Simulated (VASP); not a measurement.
# KZnF3 (P4/mmm) in VASP: notebook

The runs below take KZnF3 through single point, with PBE.

All numbers are computed with VASP 6.6.1; they aren't measurements. Logs are shortened: lines on timing, memory, paths and dates and some standing lists are left out, and cuts for length are marked.

## 1. The cell of the first run

Symmetry: P4/mmm, No. 123, tetragonal system. Conventional cell: a = 4.050 Å, b = 4.050 Å, c = 3.442 Å, α = 90.00°, β = 90.00°, γ = 90.00°. K (site symmetry 4/mmm) has 12 F at 2.66 to 2.86 Å and 8 Zn at 3.34 Å and 2 K at 3.44 Å within 3.5 Å. Within 2.3 Å of Zn (site symmetry 4/mmm) lie 6 F at 1.72 to 2.02 Å. F (site symmetry mmm) has 2 Zn at 2.02 Å and 4 K at 2.66 Å and 4 F at 2.66 Å within 2.7 Å. F (site symmetry 4/mmm) has 2 Zn at 1.72 Å within 2.3 Å.

## 2. Single point, PBE (strain -0.1500 x Voigt [0, 1, 0, 0, 0, 0])

File INCAR:

```
SYSTEM = KZnF3
ALGO = Normal
EDIFF = 1E-7
ENCUT = 520
GGA = PE
ISIF = 2
ISMEAR = 0
LASPH = .TRUE.
LCHARG = .FALSE.
LREAL = .FALSE.
LWAVE = .FALSE.
NBANDS = 29
NELM = 80
PREC = Accurate
SIGMA = 0.05
```

File KPOINTS:

```
k-points
0
G
  6 6 6
  0 0 0
```

File POSCAR:

```
KZnF3
1.0
    4.0500000000      0.0000000000      0.0000000000
    0.0000000000      3.4425000000      0.0000000000
    0.0000000000      0.0000000000      4.0500000000
K Zn F
1 1 3
Direct
    0.0000000000      0.0000000000      0.0000000000
    0.5000000000      0.5000000000      0.5000000000
    0.5000000000      0.5000000000      0.0000000000
    0.0000000000      0.5000000000      0.5000000000
    0.5000000000      0.0000000000      0.5000000000
```

Potentials or basis: VASP PAW PBE potentials, release 64 (K_sv, Zn, F).

Run with:

```bash
$ cat potpaw_PBE.64/K_sv/POTCAR potpaw_PBE.64/Zn/POTCAR potpaw_PBE.64/F/POTCAR > POTCAR
$ mpirun -np 1 vasp_std > vasp.out
```

OUTCAR:

```text
SYSTEM = KZnF3
   EDIFF = 1E-7
   ENCUT = 520
   GGA = PE
   ISIF = 2
   ISMEAR = 0
   LASPH = .TRUE.
   LREAL = .FALSE.
   NELM = 80
   PREC = Accurate

 ion  position               nearest neighbor table
   1  0.000  0.000  0.000-   3 2.66   4 2.66   4 2.66   3 2.66   4 2.66   4 2.66   3 2.66   3 2.66
                             2 3.34   2 3.34   2 3.34   2 3.34   2 3.34   2 3.34   2 3.34   2 3.34
   2  0.500  0.500  0.500-   5 1.72   5 1.72   3 2.02   3 2.02   4 2.02   4 2.02   1 3.34   1 3.34
                             1 3.34   1 3.34   1 3.34   1 3.34   1 3.34   1 3.34
   3  0.500  0.500  0.000-   2 2.02   2 2.02   1 2.66   1 2.66   1 2.66   1 2.66
   4  0.000  0.500  0.500-   2 2.02   2 2.02   1 2.66   1 2.66   1 2.66   1 2.66
   5  0.500  0.000  0.500-   2 1.72   2 1.72

  LATTYP: Found a simple tetragonal cell.
 ALAT       =     4.0500000000
 C/A-ratio  =     0.8500000000

  Lattice vectors:

 A1 = (  -4.0500000000,   0.0000000000,   0.0000000000)
 A2 = (   0.0000000000,   0.0000000000,   4.0500000000)
 A3 = (   0.0000000000,   3.4425000000,   0.0000000000)

Analysis of symmetry for initial positions (statically):
=====================================================================
 Subroutine PRICEL returns:
 Original cell was already a primitive cell.

 Routine SETGRP: Setting up the symmetry group for a
 simple tetragonal supercell.

 Subroutine GETGRP returns: Found 16 space group operations
 (whereof 16 operations were pure point group operations)
 out of a pool of 16 trial point group operations.

The static configuration has the point symmetry D_4h.

Analysis of symmetry for dynamics (positions and initial velocities):
=====================================================================
 Subroutine PRICEL returns:
 Original cell was already a primitive cell.

 Routine SETGRP: Setting up the symmetry group for a
 simple tetragonal supercell.

 Subroutine GETGRP returns: Found 16 space group operations
 (whereof 16 operations were pure point group operations)
 out of a pool of 16 trial point group operations.

The dynamic configuration has the point symmetry D_4h.

 Subroutine INISYM returns: Found 16 space group operations
 (whereof 16 operations are pure point group operations),
 and found     1 'primitive' translations

----------------------------------------------------------------------------------------

                                     Primitive cell

  volume of cell :      56.4656

  direct lattice vectors                    reciprocal lattice vectors
     4.050000000  0.000000000  0.000000000     0.246913580  0.000000000  0.000000000
     0.000000000  3.442500000  0.000000000     0.000000000  0.290486565  0.000000000
     0.000000000  0.000000000  4.050000000     0.000000000  0.000000000  0.246913580

  length of vectors
     4.050000000  3.442500000  4.050000000     0.246913580  0.290486565  0.246913580

  position of ions in fractional coordinates (direct lattice)
     0.000000000  0.000000000  0.000000000
     0.500000000  0.500000000  0.500000000
     0.500000000  0.500000000  0.000000000
     0.000000000  0.500000000  0.500000000
     0.500000000  0.000000000  0.500000000

  ion indices of the primitive-cell ions
   primitive index   ion index
                 1           1
                 2           2
                 3           3
                 4           4
                 5           5

----------------------------------------------------------------------------------------

 KPOINTS: k-points

Automatic generation of k-mesh.
 Grid dimensions read from file:
 generate k-points for:    6    6    6

 Generating k-lattice:

  Cartesian coordinates                     Fractional coordinates (reciprocal lattice)
     0.041152263  0.000000000  0.000000000     0.166666667  0.000000000  0.000000000
     0.000000000  0.048414427  0.000000000     0.000000000  0.166666667  0.000000000
     0.000000000  0.000000000  0.041152263     0.000000000  0.000000000  0.166666667

  Length of vectors
     0.041152263  0.048414427  0.041152263

  Shift w.r.t. Gamma in fractional coordinates (k-lattice)
     0.000000000  0.000000000  0.000000000

 Subroutine IBZKPT returns following result:
 ===========================================

 Found     40 irreducible k-points:

 Following reciprocal coordinates:
            Coordinates               Weight
  0.000000  0.000000  0.000000      1.000000
  0.166667  0.000000  0.000000      4.000000
  0.333333  0.000000  0.000000      4.000000
  0.500000  0.000000  0.000000      2.000000
  0.000000  0.166667  0.000000      2.000000
  0.166667  0.166667  0.000000      8.000000
[... 16 lines left out ...]
  0.166667  0.333333  0.166667      8.000000
  0.333333  0.333333  0.166667     16.000000
 [... further k-points ...]
   k-points           NKPTS =     40   k-points in BZ     NKDIM =     40   number of bands    NBANDS=     29
   number of dos      NEDOS =    301   number of ions     NIONS =      5
   total plane-waves  NPLWV =  25200
   dimension x,y,z NGX =    30 NGY =   28 NGZ =   30
   dimension x,y,z NGXF=    60 NGYF=   56 NGZF=   60
   ions per type =               1   1   3
   NGX,Y,Z   is equivalent  to a cutoff of  12.31, 13.52, 12.31 a.u.
   NGXF,Y,Z  is equivalent  to a cutoff of  24.63, 27.04, 24.63 a.u.
 SYSTEM =  KZnF3
   PREC   = accura    normal or accurate (medium, high low for compatibility)
   ISTART =      0    job   : 0-new  1-cont  2-samecut
   ICHARG =      2    charge: 1-file 2-atom 10-const
   ISPIN  =      1    spin polarized calculation?
   LNONCOLLINEAR =      F non collinear calculations
   LSORBIT =      F    spin-orbit coupling
   LASPH  =      T    aspherical Exc in radial PAW
   ENCUT  =  520.0 eV  38.22 Ry    6.18 a.u.   7.53  6.40  7.53*2*pi/ulx,y,z
   NELM   =     80;   NELMIN=  2; NELMDL= -5     # of ELM steps
   EDIFF  = 0.1E-06   stopping-criterion for ELM
   LREAL  =      F    real-space projection
   EDIFFG = 0.1E-05   stopping-criterion for IOM
   NSW    =      0    number of steps for IOM
   IBRION =     -1    ionic relax: 0-MD 1-quasi-New 2-CG
   NFREE  =      0    steps in history (QN), initial steepest desc. (CG)
   ISIF   =      2    stress and relaxation
   ISYM   =      2    0-nonsym 1-usesym 2-fastsym
   POTIM  = 0.5000    time-step for ionic-motion
   TEBEG  =    0.0;   TEEND  =   0.0 temperature during run
   PSTRESS=    0.0 pullay stress
   NELECT =      42.0000    total number of electrons
   NUPDOWN=      -1.0000    fix difference up-down
   EMIN   =  10.00;   EMAX   =-10.00  energy-range for DOS
   EFERMI =   0.00;   METHOD = LEGACY
   ISMEAR =     0;   SIGMA  =   0.05  broadening in eV -4-tet -1-fermi 0-gaus
   EFERMI_NEDOS =   21; number of points for ismear=-14 and -15
   IALGO  =     38    algorithm
   IMIX   =      4    mixing-type and parameters
     AMIX     =   0.40;   BMIX     =  1.00
     AMIX_MAG =   1.60;   BMIX_MAG =  1.00
  volume/ion in A,a.u.               =      11.29        76.21
  Fermi-wavevector in a.u.,A,eV,Ry     =   1.483303  2.803037 29.935380  2.200188
  Thomas-Fermi vector in A             =   2.596982
   LORBIT       =      0    0 simple, 1 ext, 2 COOP (PROOUT), +10 PAW based schemes
   GGA     = PE    functional components
   LHFCALC =     F    Hartree Fock is set to
   AEXX    =    0.0000 exact exchange contribution
   IVDW    =     0    specifies the selected vdW correction
   LEPSILON=     F    determine dielectric tensor
   LRPA    =     F    only Hartree local field effects (RPA)
 non-spin polarized calculation
 Gauss-broadening in eV      SIGMA  =   0.05
  energy-cutoff  :      520.00
  volume of cell :       56.47
 maximum number of plane-waves:      1540
   NGX = 15   NGY = 13   NGZ = 15

 number of electron      41.9999966 magnetization

 Free energy of the ion-electron system (eV)
  ---------------------------------------------------
  ext. energy  EPLUGINS =         0.00000000
  ---------------------------------------------------
  free energy    TOTEN  =       -18.66978023 eV

  energy without entropy =      -18.66978023  energy(sigma->0) =      -18.66978023

 E-fermi :   2.0347     XC(G=0): -10.7413

 val. band max:        1.7012093684   @ k =   0.5000   0.5000   0.5000
 cond. band min:       5.5113471530   @ k =   0.0000   0.0000   0.0000
 fundamental gap:      3.8101377846
 Fermi energy:         2.0347073542

 k-point     1 :       0.0000    0.0000    0.0000
  band No.  band energies     occupation
      1     -26.7104      2.00000
      2     -22.9709      2.00000
      3     -20.9661      2.00000
      4     -20.7344      2.00000
      5     -10.2967      2.00000
      6     -10.2967      2.00000
[... 21 lines left out ...]
     28      12.1480      0.00000
     29      15.1953      0.00000

 k-point     2 :       0.1667    0.0000    0.0000
  band No.  band energies     occupation
      1     -26.6987      2.00000
      2     -22.9688      2.00000
      3     -20.9579      2.00000
      4     -20.7606      2.00000
      5     -10.2787      2.00000
      6     -10.2507      2.00000
[... 21 lines left out ...]
     28      12.3116      0.00000
     29      14.9748      0.00000

 k-point     3 :       0.3333    0.0000    0.0000
  band No.  band energies     occupation
      1     -26.6751      2.00000
      2     -22.9647      2.00000
      3     -20.9353      2.00000
      4     -20.8188      2.00000
      5     -10.2420      2.00000
      6     -10.1576      2.00000
[... 21 lines left out ...]
     28      12.6452      0.00000
     29      14.5100      0.00000

 k-point     4 :       0.5000    0.0000    0.0000
  band No.  band energies     occupation
      1     -26.6631      2.00000
      2     -22.9631      2.00000
      3     -20.9121      2.00000
      4     -20.8592      2.00000
      5     -10.2232      2.00000
      6     -10.1105      2.00000
[... 21 lines left out ...]
     28      13.1052      0.00000
     29      13.7916      0.00000

 k-point     5 :       0.0000    0.1667    0.0000
  band No.  band energies     occupation
      1     -26.6828      2.00000
      2     -22.8750      2.00000
      3     -21.0181      2.00000
      4     -20.7247      2.00000
      5     -10.2519      2.00000
      6     -10.2519      2.00000
[... 21 lines left out ...]
     28      12.0526      0.00000
     29      15.4372      0.00000
[... 510 lines left out ...]
     28      12.4758      0.00000
     29      14.2831      0.00000

 k-point    22 :       0.5000    0.1667    0.1667
  band No.  band energies     occupation
      1     -26.6349      2.00000
      2     -22.8542      2.00000
      3     -20.9143      2.00000
      4     -20.8777      2.00000
      5     -10.2235      2.00000
      6     -10.1728      2.00000
[... 21 lines left out ...]
     28      13.0829      0.00000
     29      13.9266      0.00000

 k-point    23 :       0.1667    0.3333    0.1667
  band No.  band energies     occupation
      1     -26.6131      2.00000
      2     -22.6628      2.00000
      3     -21.0755      2.00000
      4     -20.7491      2.00000
      5     -10.3178      2.00000
      6     -10.2060      2.00000
[... 21 lines left out ...]
     28      12.8351      0.00000
     29      15.0072      0.00000

 k-point    24 :       0.3333    0.3333    0.1667
  band No.  band energies     occupation
      1     -26.6001      2.00000
      2     -22.6609      2.00000
      3     -20.9969      2.00000
      4     -20.8067      2.00000
      5     -10.3847      2.00000
      6     -10.2430      2.00000
[... 21 lines left out ...]
     28      12.9222      0.00000
     29      14.3725      0.00000

 [... further k-points ...]
[... 5 lines left out ...]
  --------------------------------------------------------------------------------------
  -------------------------------------------------------------------------------------
  Total        6.7334955     20.3164271      6.7334955     -0.0000000      0.0000000      0.0000000
  in kB      191.0588518    576.4662970    191.0588518     -0.0000000      0.0000000      0.0000000
  external PRESSURE =     319.5280002 kB  Pullay stress =       0.0000000 kB

 VOLUME and BASIS-vectors are now :
 -----------------------------------------------------------------------------
  energy-cutoff  :      520.00
  volume of cell :       56.47
      direct lattice vectors                 reciprocal lattice vectors
     4.050000000  0.000000000  0.000000000     0.246913580  0.000000000  0.000000000
     0.000000000  3.442500000  0.000000000     0.000000000  0.290486565  0.000000000
     0.000000000  0.000000000  4.050000000     0.000000000  0.000000000  0.246913580

 POSITION                                       TOTAL-FORCE (eV/Angst)
 -----------------------------------------------------------------------------------
      0.00000      0.00000      0.00000         0.000000      0.000000      0.000000
      2.02500      1.72125      2.02500         0.000000      0.000000      0.000000
      2.02500      1.72125      0.00000         0.000000      0.000000      0.000000
      0.00000      1.72125      2.02500         0.000000      0.000000      0.000000
      2.02500      0.00000      2.02500         0.000000      0.000000      0.000000
 -----------------------------------------------------------------------------------
    total drift:                                0.000000      0.000000     -0.000000

  FREE ENERGIE OF THE ION-ELECTRON SYSTEM (eV)
  ---------------------------------------------------
  free  energy   TOTEN  =       -18.6697802349 eV

  energy  without entropy=      -18.6697802349  energy(sigma->0) =      -18.66978023
```

It took 43 s on 1 thread of Intel Xeon 6975P-C (Granite Rapids), shared host; peak memory 0.2 GiB.

Results:

```yaml
Free_energy: -18.6698 eV
Pressure: 32.0 GPa
Band_gap_on_the_k_mesh: 3.81 eV, indirect (least direct gap 7.11 eV)
```

Stress tensor (GPa, compression positive):
```
19.11  0.00  0.00
 0.00 57.65  0.00
 0.00  0.00 19.11
```

Caveat: the cell differs from its parent crystal (strain -0.1500 x Voigt [0, 1, 0, 0, 0, 0]).

## 3. Single point, PBE (strain -0.1125 x Voigt [0, 1, 0, 0, 0, 0])

File INCAR:

```
ALGO     = Normal         # electronic algorithm
EDIFF    = 1E-6           # SCF threshold, eV
ENCUT    = 520            # plane-wave cutoff, eV
GGA      = PE             # functional
ISIF     = 2              # what is computed and relaxed
ISMEAR   = 0              # smearing method
LASPH    = True           # aspherical terms in the spheres
LCHARG   = False          # write CHGCAR
LREAL    = False          # projectors in reciprocal space
LWAVE    = False          # write WAVECAR
NBANDS   = 29             # bands
NELM     = 60             # most SCF steps
PREC     = Accurate       # precision mode
SIGMA    = 0.05           # smearing width, eV
```

File KPOINTS:

```
k-points
0
Gamma
  6 6 6
```

POSCAR: that of step 2 with these lines changed.

```diff
@@ -3,3 +3,3 @@
     4.0500000000      0.0000000000      0.0000000000
-    0.0000000000      3.4425000000      0.0000000000
+    0.0000000000      3.5943750000      0.0000000000
     0.0000000000      0.0000000000      4.0500000000
```

Potentials or basis: VASP PAW PBE potentials, release 64 (K_sv, Zn, F).

Run with:

```bash
$ cat potpaw_PBE.64/K_sv/POTCAR potpaw_PBE.64/Zn/POTCAR potpaw_PBE.64/F/POTCAR > POTCAR
$ mpirun -np 1 vasp_std > vasp.out
```

It took 33 s on 1 thread of Intel Xeon 6975P-C (Granite Rapids), shared host; peak memory 0.2 GiB.

Results (log left out):

- Free energy: -19.4022 eV
- Pressure: 21.9 GPa
- Band gap on the k mesh: 3.77 eV, indirect (least direct gap 6.68 eV)

Stress tensor (GPa, compression positive):
```
14.36  0.00  0.00
 0.00 36.96  0.00
 0.00  0.00 14.36
```

Levels at points of the mesh, in eV from the valence-band top:
```csv
k point,band 17,band 18,band 19,band 20,band 21,band 22,band 23,band 24,band 25,band 26
"(0.00, 0.00, 0.00)",-3.48,-3.03,-2.92,-2.91,-2.91,3.77,7.44,8.03,9.41,9.72
"(0.50, 0.00, 0.00)",-3.34,-3.13,-2.65,-2.58,-2.10,6.55,7.74,8.52,9.96,10.81
"(0.00, 0.50, 0.00)",-3.14,-3.14,-2.48,-2.48,-1.97,7.42,8.31,9.47,10.31,10.41
"(0.50, 0.50, 0.00)",-2.89,-2.83,-2.52,-2.51,-0.22,8.20,9.83,9.92,10.42,10.60
"(0.50, 0.00, 0.50)",-2.72,-2.69,-2.69,-2.65,-0.86,7.75,9.06,9.75,9.75,11.35
"(0.50, 0.50, 0.50)",-2.59,-2.49,-2.49,-0.86,0.00,7.64,7.64,7.89,10.91,11.28
```

Caveat: the cell differs from its parent crystal (strain -0.1125 x Voigt [0, 1, 0, 0, 0, 0]). A k mesh can miss the band edges.

[end of part 1 of 2]
